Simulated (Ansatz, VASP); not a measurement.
Two plane-wave programs on BeTe

File INCAR:

```
SYSTEM = BeTe
PREC = Accurate
ENCUT = 520
EDIFF = 1E-6
ISMEAR = 0
SIGMA = 0.05
LREAL = .FALSE.
LASPH = .TRUE.
NELM = 60
ALGO = Normal
ISIF = 2
LWAVE = .FALSE.
LCHARG = .FALSE.
NBANDS = 11
```

File KPOINTS:

```
Automatic mesh
0
G
  8 8 8
  0 0 0
```

Contents of POSCAR:

```
BeTe
1.0
    0.0000000000      2.8808000000      2.8808000000
    2.8808000000      0.0000000000      2.8808000000
    2.8808000000      2.8808000000      0.0000000000
Be Te
1 1
Direct
    0.0000000000      0.0000000000      0.0000000000
    0.7500000000      0.7500000000      0.7500000000
```

Input for Ansatz:

```yaml
crystal:
  lattice:
    - [0.0, 2.8808, 2.8808]
    - [2.8808, 0.0, 2.8808]
    - [2.8808, 2.8808, 0.0]
  atoms:
    - { symbol: Be, position: [0.0, 0.0, 0.0] }
    - { symbol: Te, position: [0.75, 0.75, 0.75] }
basis:
  ecutwfc: 420
kpoints:
  mp_grid: { grid: [8, 8, 8] }
hamiltonian:
  xc: lda
scf:
  occupations: { method: gaussian, width: 0.05 }
output:
  forces: true
  stress: true
  eigenvalues: true
```

Change from the starting cell: strain +0.040 along x and y, +0.040 along z, atoms carried along.

Alike in both runs: task single point; functional LDA; k mesh 8 × 8 × 8; occupations gaussian, width 0.05 eV; no spin polarisation.

|  | VASP | Ansatz |
| --- | --- | --- |
| version | VASP 6.6.1 | Ansatz 0.2.0 |
| potentials or method | VASP PAW LDA potentials, release 64 (Be, Te), cutoff 520 eV | scalar-relativistic, plane waves, PAW |
| valence electrons in the cell | 8 | 18 |

Ansatz gave:

```
gap on the k mesh at the Fermi level (eV) : 2.03
least direct gap on the mesh (eV)         : 3.21
pressure (GPa)                            : -5.6
```

Estimate VASP's values.

gap on the k mesh at the Fermi level (eV): 2.02; least direct gap on the mesh (eV): 3.24; pressure (GPa): -5.4.

LDA's correlation is that of Perdew and Zunger in VASP and of Perdew and Wang (1992) in Ansatz. VASP's potentials hold 8 valence electrons a cell and Ansatz's 18, so a difference there can come from the potentials and not from the codes.

Neither program's run includes spin-orbit coupling.
